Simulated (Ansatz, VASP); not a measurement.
Two plane-wave programs on Os

```
Os
1.0
     2.74000    0.00000    0.00000
    -1.37000    2.37291    0.00000
     0.00000    0.00000    4.32646
Os
2
Cartesian
  0.0000 1.5819 3.2448
  1.3700 0.7910 1.0816
```

Alike in both runs: task relaxation of cell and atoms; functional PBE; k mesh 18 × 18 × 10; occupations gaussian, width 0.1 eV; no spin polarisation.

|  | VASP | Ansatz |
| --- | --- | --- |
| version | VASP 6.6.1 | Ansatz 0.2.0 |
| potentials or method | VASP PAW PBE potentials, release 64 (Os), cutoff 600 eV | scalar-relativistic, plane waves, PAW |
| valence electrons in the cell | 16 | 32 |

VASP gave:

- gap on the k mesh at the Fermi level, each at its own relaxed structure (eV): none
- relaxed volume (Å³/atom): 14.28
- relaxed cell length with the largest relative difference (Å): 4.350

Q: What did Ansatz give for the same quantities?

A: gap on the k mesh at the Fermi level, each at its own relaxed structure (eV): none; relaxed volume (Å³/atom): 14.28; relaxed cell length with the largest relative difference (Å): 4.351.

A gap of «none» marks a metal or a gap that the smearing closes. VASP's potentials hold 16 valence electrons a cell and Ansatz's 32, so a difference there can come from the potentials and not from the codes.

Neither program's run includes spin-orbit coupling.
